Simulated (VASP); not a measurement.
Here is a VASP 6.6.1 calculation.

File INCAR:

```
PREC = Accurate
ENCUT = 600
EDIFF = 1E-6
ISMEAR = -1
SIGMA = 0.05
LREAL = False
LASPH = True
NELM = 100
ALGO = Normal
ISIF = 3
LWAVE = False
LCHARG = False
GGA = CA
IBRION = 2
NSW = 80
EDIFFG = -0.02
```

KPOINTS

```
Automatic mesh
0
Gamma
  8 8 8
```

POSCAR

```
BeTe
1.0
    0.0000000000      2.7700000000      2.7700000000
    2.7700000000      0.0000000000      2.7700000000
    2.7700000000      2.7700000000      0.0000000000
Te Be
1 1
Direct
    0.7500000000      0.7500000000      0.7500000000
    0.0000000000      0.0000000000      0.0000000000
```

Potentials or basis: VASP PAW LDA potentials, release 64 (Te, Be).

Run with:

```console
$ cat potpaw_LDA.64/Te/POTCAR potpaw_LDA.64/Be/POTCAR > POTCAR
$ mpirun -np 1 vasp_std > vasp.out
```

Task: Estimate the band gap on the k mesh.

Result: 1.78 eV, indirect (least direct gap 3.55 eV).

Task: Predict the space group after relaxing (to 0.05 Å).

Result: F-43m (No. 216).

Task: What does it give for the relaxed cell?

Result: a = 3.933 Å, b = 3.933 Å, c = 3.933 Å, α = 60.00°, β = 60.00°, γ = 60.00°.

Final structure:
```cif
data_structure
_symmetry_space_group_name_H-M 'P 1'
_symmetry_Int_Tables_number 1
_cell_length_a 3.9332
_cell_length_b 3.9332
_cell_length_c 3.9332
_cell_angle_alpha 60.000
_cell_angle_beta 60.000
_cell_angle_gamma 60.000
_cell_volume 43.03
loop_
_atom_site_label
_atom_site_type_symbol
_atom_site_fract_x
_atom_site_fract_y
_atom_site_fract_z
_atom_site_occupancy
Te1 Te 0.75000 0.75000 0.75000 1
Be1 Be 0.00000 0.00000 0.00000 1
```

Caveat: spin-orbit coupling is left out, which moves the levels of the heavy elements. A k mesh can miss the band edges.
